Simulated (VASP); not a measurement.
The system is TiTe2.

```
Te Ti
1.0
     3.77700    0.00000    0.00000
    -1.88850    3.27098    0.00000
     0.00000    0.00000    6.49800
Te Ti
2 1
Direct
  0.33333 0.66667 0.73720
  0.66667 0.33333 0.26280
  0.00000 0.00000 0.00000
```

```yaml
Program: VASP 6.6.1
Task: relaxation of cell and atoms
Functional: revPBE
Dispersion: D4
Potentials_or_basis: VASP PAW PBE potentials, release 64 (Te, Ti_sv)
Cutoff: 600 eV
k_mesh: 8 × 8 × 4
Occupations: fermi-dirac, width 0.05 eV
Spin: no spin polarisation
```

At the start: pressure -1.5 GPa; volume 26.76 Å³/atom.

Task: Where does the relaxation end?

Result: Over 9 steps the energy falls by 7.6 meV/atom and the volume is 25.44 Å³/atom (-4.9 %); space group P-3m1 (No. 164, to 0.1 Å) before and after.

Step by step:
| step | energy change (eV) | largest force (eV/Å) | pressure (GPa) | volume (Å³) |
| --- | --- | --- | --- | --- |
| 1 | 0.0000 | 0.0525 | -1.55 | 80.28 |
| 2 | -0.0090 | 0.3537 | 0.82 | 77.32 |
| 3 | -0.0108 | 0.2653 | 0.11 | 78.15 |
| 4 | -0.0164 | 0.1809 | 0.07 | 77.64 |
| 5 | -0.0200 | 0.0354 | 0.02 | 76.78 |
| 6 | -0.0217 | 0.0108 | -0.06 | 76.67 |
| 7 | -0.0227 | 0.0306 | -0.18 | 76.49 |
| 8 | -0.0223 | 0.0467 | 0.37 | 75.94 |
| 9 | -0.0228 | 0.0049 | 0.00 | 76.31 |

Final structure:
```xyz
3
Lattice="3.7204 0.0000 0.0000 -1.8602 3.2219 0.0000 0.0000 0.0000 6.3660" Properties=species:S:1:pos:R:3 pbc="T T T"
Te    0.0000    2.1480    4.6424
Te    1.8602    1.0740    1.7236
Ti    0.0000    0.0000    0.0000
```

Caveat: the PAW data sets were made with another functional, which shifts forces and pressure a little.
